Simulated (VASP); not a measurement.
# Rh (Fm-3m) in VASP: relaxation of cell and atoms with PBE

Aim: the relaxation of cell and atoms of Rh with PBE.

Program: VASP 6.6.1. These are calculated values, not measurements. Logs are shortened: lines on timing, memory, paths and dates and some standing lists are left out, and cuts for length are marked.

### Step 1. The cell of the first run

It takes space group Fm-3m (No. 225, cubic). The conventional cell has a = 3.800 Å, b = 3.800 Å, c = 3.800 Å, α = 90.00°, β = 90.00°, γ = 90.00°. Rh (site symmetry m-3m) has 12 Rh at 2.69 Å within 3.5 Å.

### Step 2. Relaxation of cell and atoms, PBE

INCAR

```
ALGO = Normal
EDIFF = 1E-7
EDIFFG = -0.03
ENCUT = 500
GGA = PE
GGA_COMPAT = False
IBRION = 2
ISIF = 3
ISMEAR = 1
LASPH = True
LCHARG = False
LREAL = False
LWAVE = False
NELM = 120
NELMIN = 4
NSW = 80
PREC = Accurate
SIGMA = 0.05
```

KPOINTS

```
k-points
0
Gamma
  8 8 8
```

POSCAR

```
Rh
1.0
    0.0000000000      1.9000000000      1.9000000000
    1.9000000000      0.0000000000      1.9000000000
    1.9000000000      1.9000000000      0.0000000000
Rh
1
Direct
    0.0000000000      0.0000000000      0.0000000000
```

Potentials or basis: VASP PAW PBE potentials, release 64 (Rh_pv).

Run with:

```bash
$ cat potpaw_PBE.64/Rh_pv/POTCAR > POTCAR
$ mpirun -np 1 vasp_std > vasp.out
```

OUTCAR:

```text
EDIFF = 1E-7
   EDIFFG = -0.03
   ENCUT = 500
   GGA = PE
   IBRION = 2
   ISIF = 3
   ISMEAR = 1
   LASPH = True
   LREAL = False
   NELM = 120
   NELMIN = 4
   NSW = 80
   PREC = Accurate

 ion  position               nearest neighbor table
   1  0.000  0.000  0.000-

  LATTYP: Found a face centered cubic cell.
 ALAT       =     3.8000000000

  Lattice vectors:

 A1 = (   0.0000000000,   1.9000000000,   1.9000000000)
 A2 = (   1.9000000000,   0.0000000000,   1.9000000000)
 A3 = (   1.9000000000,   1.9000000000,   0.0000000000)

Analysis of symmetry for initial positions (statically):
=====================================================================
 Subroutine PRICEL returns:
 Original cell was already a primitive cell.

 Routine SETGRP: Setting up the symmetry group for a
 face centered cubic supercell.

 Subroutine GETGRP returns: Found 48 space group operations
 (whereof 48 operations were pure point group operations)
 out of a pool of 48 trial point group operations.

The static configuration has the point symmetry O_h .

Analysis of symmetry for dynamics (positions and initial velocities):
=====================================================================
 Subroutine PRICEL returns:
 Original cell was already a primitive cell.

 Routine SETGRP: Setting up the symmetry group for a
 face centered cubic supercell.

 Subroutine GETGRP returns: Found 48 space group operations
 (whereof 48 operations were pure point group operations)
 out of a pool of 48 trial point group operations.

The dynamic configuration has the point symmetry O_h .

 Subroutine INISYM returns: Found 48 space group operations
 (whereof 48 operations are pure point group operations),
 and found     1 'primitive' translations

----------------------------------------------------------------------------------------

                                     Primitive cell

  volume of cell :      13.7180

  direct lattice vectors                    reciprocal lattice vectors
     0.000000000  1.900000000  1.900000000    -0.263157895  0.263157895  0.263157895
     1.900000000  0.000000000  1.900000000     0.263157895 -0.263157895  0.263157895
     1.900000000  1.900000000  0.000000000     0.263157895  0.263157895 -0.263157895

  length of vectors
     2.687005769  2.687005769  2.687005769     0.455802844  0.455802844  0.455802844

  position of ions in fractional coordinates (direct lattice)
     0.000000000  0.000000000  0.000000000

  ion indices of the primitive-cell ions
   primitive index   ion index
                 1           1

----------------------------------------------------------------------------------------

 KPOINTS: k-points

Automatic generation of k-mesh.
 Grid dimensions read from file:
 generate k-points for:    8    8    8

 Generating k-lattice:

  Cartesian coordinates                     Fractional coordinates (reciprocal lattice)
    -0.032894737  0.032894737  0.032894737     0.125000000  0.000000000  0.000000000
     0.032894737 -0.032894737  0.032894737     0.000000000  0.125000000  0.000000000
     0.032894737  0.032894737 -0.032894737     0.000000000  0.000000000  0.125000000

  Length of vectors
     0.056975356  0.056975356  0.056975356

  Shift w.r.t. Gamma in fractional coordinates (k-lattice)
     0.000000000  0.000000000  0.000000000

 Subroutine IBZKPT returns following result:
 ===========================================

 Found     29 irreducible k-points:

 Following reciprocal coordinates:
            Coordinates               Weight
  0.000000  0.000000  0.000000      1.000000
  0.125000  0.000000  0.000000      8.000000
  0.250000  0.000000  0.000000      8.000000
  0.375000  0.000000  0.000000      8.000000
  0.500000  0.000000  0.000000      4.000000
  0.125000  0.125000  0.000000      6.000000
[... 16 lines left out ...]
  0.500000  0.250000  0.125000     48.000000
 -0.375000  0.250000  0.125000     24.000000
 [... further k-points ...]
   k-points           NKPTS =     29   k-points in BZ     NKDIM =     29   number of bands    NBANDS=     11
   number of dos      NEDOS =    301   number of ions     NIONS =      1
   total plane-waves  NPLWV =   8000
   dimension x,y,z NGX =    20 NGY =   20 NGZ =   20
   dimension x,y,z NGXF=    40 NGYF=   40 NGZF=   40
   ions per type =               1
   NGX,Y,Z   is equivalent  to a cutoff of  12.37, 12.37, 12.37 a.u.
   NGXF,Y,Z  is equivalent  to a cutoff of  24.75, 24.75, 24.75 a.u.
 SYSTEM =  unknown system
   PREC   = accura    normal or accurate (medium, high low for compatibility)
   ISTART =      0    job   : 0-new  1-cont  2-samecut
   ICHARG =      2    charge: 1-file 2-atom 10-const
   ISPIN  =      1    spin polarized calculation?
   LNONCOLLINEAR =      F non collinear calculations
   LSORBIT =      F    spin-orbit coupling
   LASPH  =      T    aspherical Exc in radial PAW
   ENCUT  =  500.0 eV  36.75 Ry    6.06 a.u.   4.90  4.90  4.90*2*pi/ulx,y,z
   NELM   =    120;   NELMIN=  4; NELMDL= -5     # of ELM steps
   EDIFF  = 0.1E-06   stopping-criterion for ELM
   LREAL  =      F    real-space projection
   EDIFFG = -.3E-01   stopping-criterion for IOM
   NSW    =     80    number of steps for IOM
   IBRION =      2    ionic relax: 0-MD 1-quasi-New 2-CG
   NFREE  =      1    steps in history (QN), initial steepest desc. (CG)
   ISIF   =      3    stress and relaxation
   ISYM   =      2    0-nonsym 1-usesym 2-fastsym
   POTIM  = 0.5000    time-step for ionic-motion
   TEBEG  =    0.0;   TEEND  =   0.0 temperature during run
   PSTRESS=    0.0 pullay stress
   NELECT =      15.0000    total number of electrons
   NUPDOWN=      -1.0000    fix difference up-down
   EMIN   =  10.00;   EMAX   =-10.00  energy-range for DOS
   EFERMI =   0.00;   METHOD = LEGACY
   ISMEAR =     1;   SIGMA  =   0.05  broadening in eV -4-tet -1-fermi 0-gaus
   EFERMI_NEDOS =   21; number of points for ismear=-14 and -15
   IALGO  =     38    algorithm
   IMIX   =      4    mixing-type and parameters
     AMIX     =   0.40;   BMIX     =  1.00
     AMIX_MAG =   1.60;   BMIX_MAG =  1.00
  volume/ion in A,a.u.               =      13.72        92.57
  Fermi-wavevector in a.u.,A,eV,Ry     =   1.686585  3.187184 38.702725  2.844570
  Thomas-Fermi vector in A             =   2.769224
   LORBIT       =      0    0 simple, 1 ext, 2 COOP (PROOUT), +10 PAW based schemes
   GGA     = PE    functional components
   LHFCALC =     F    Hartree Fock is set to
   AEXX    =    0.0000 exact exchange contribution
   IVDW    =     0    specifies the selected vdW correction
   LEPSILON=     F    determine dielectric tensor
   LRPA    =     F    only Hartree local field effects (RPA)
 conjugate gradient relaxation of ions
 non-spin polarized calculation
 Methfessel and Paxton  Order N= 1 SIGMA  =   0.05
  energy-cutoff  :      500.00
  volume of cell :       13.72
 maximum number of plane-waves:       360
   NGX =  9   NGY =  9   NGZ =  9

--------------------------------------- Ionic step        1  -------------------------------------------

 number of electron      15.0000007 magnetization

 Free energy of the ion-electron system (eV)
  ---------------------------------------------------
  ext. energy  EPLUGINS =         0.00000000
  ---------------------------------------------------
  free energy    TOTEN  =        -7.21985200 eV

  energy without entropy =       -7.22000927  energy(sigma->0) =       -7.21990442

------------------------ aborting loop because EDIFF is reached ----------------------------------------

  FORCE on cell =-STRESS in cart. coord.  units (eV):
  Direction    XX          YY          ZZ          XY          YZ          ZX
  --------------------------------------------------------------------------------------
  -------------------------------------------------------------------------------------
  Total        0.6222628      0.6222628      0.6222628      0.0000000     -0.0000000      0.0000000
  in kB       72.6764349     72.6764349     72.6764349      0.0000000     -0.0000000      0.0000000
  external PRESSURE =      72.6764349 kB  Pullay stress =       0.0000000 kB
[... 55 lines left out ...]
  energy  without entropy=       -7.1879152458  energy(sigma->0) =       -7.18758418

--------------------------------------- Ionic step        3  -------------------------------------------

 number of electron      15.0000002 magnetization

 Free energy of the ion-electron system (eV)
  ---------------------------------------------------
  ext. energy  EPLUGINS =         0.00000000
  ---------------------------------------------------
  free energy    TOTEN  =        -7.22799347 eV

  energy without entropy =       -7.22824061  energy(sigma->0) =       -7.22807585

 E-fermi :  11.4654     XC(G=0): -13.8664

 val. band max:       11.4580397587   @ k =  -0.3750   0.2500   0.0000
 cond. band min:      11.5452214691   @ k =   0.3750   0.0000   0.0000
 fundamental gap:      0.0871817103
 Fermi energy:        11.4654392197

 k-point     1 :       0.0000    0.0000    0.0000
  band No.  band energies     occupation
      1     -34.8531      2.00000
      2     -34.8531      2.00000
      3     -34.8531      2.00000
      4       3.6763      2.00000
      5       8.5063      2.00000
      6       8.5063      2.00000
      7       8.5063      2.00000
      8      10.5225      2.00000
      9      10.5225      2.00000
     10      27.4504      0.00000
     11      32.1205      0.00000
[... 309 lines left out ...]
 k-point    24 :      -0.3750    0.2500    0.1250
  band No.  band energies     occupation
      1     -35.4341      2.00000
      2     -35.1228      2.00000
      3     -35.0031      2.00000
      4       6.6372      2.00000
      5       7.4872      2.00000
      6       8.9041      2.00000
      7       9.5470      2.00000
      8      11.8328     -0.00000
      9      16.7726      0.00000
     10      19.6854      0.00000
     11      27.3505      0.00000

 [... further k-points ...]

------------------------ aborting loop because EDIFF is reached ----------------------------------------

  FORCE on cell =-STRESS in cart. coord.  units (eV):
  Direction    XX          YY          ZZ          XY          YZ          ZX
  --------------------------------------------------------------------------------------
  -------------------------------------------------------------------------------------
  Total       -0.0128517     -0.0128517     -0.0128517     -0.0000000      0.0000000      0.0000000
  in kB       -1.4607293     -1.4607293     -1.4607293     -0.0000000      0.0000000      0.0000000
  external PRESSURE =      -1.4607293 kB  Pullay stress =       0.0000000 kB
[... 16 lines left out ...]
  FREE ENERGIE OF THE ION-ELECTRON SYSTEM (eV)
  ---------------------------------------------------
  free  energy   TOTEN  =        -7.2279934692 eV

  energy  without entropy=       -7.2282406105  energy(sigma->0) =       -7.22807585

 reached required accuracy - stopping structural energy minimisation
```

Wall time 8.7 s (1 thread of Intel Xeon Platinum 8488C (Sapphire Rapids), shared host); peak memory 0.13 GiB.

What came out:

| Quantity | Value |
| --- | --- |
| Free energy | -7.2280 eV |
| Relaxed volume | 14.10 Å³/atom |
| Relaxed cell | a = 2.711 Å, b = 2.711 Å, c = 2.711 Å, α = 60.00°, β = 60.00°, γ = 60.00° |
| Space group after relaxing (to 0.1 Å) | Fm-3m (No. 225) |
| Energy gained by relaxing | 8.1 meV/atom |
| Ionic steps | 3 |
| Pressure after relaxing | -0.1 GPa |
| Band gap on the k mesh | zero (an odd number of electrons rules out a gap without spin polarisation) |

The path:
| step | energy change (eV) | largest force (eV/Å) | pressure (GPa) | volume (Å³) |
| --- | --- | --- | --- | --- |
| 1 | 0.0000 | 0.0000 | 7.27 | 13.72 |
| 2 | 0.0324 | 0.0000 | -13.50 | 14.99 |
| 3 | -0.0081 | 0.0000 | -0.15 | 14.10 |

Final structure:
```yaml
crystal:
  lattice:
    - [0.00000, 1.91730, 1.91730]
    - [1.91730, 0.00000, 1.91730]
    - [1.91730, 1.91730, 0.00000]
  atoms:
    - { symbol: Rh, position: [0.00000, 0.00000, 0.00000] }
```
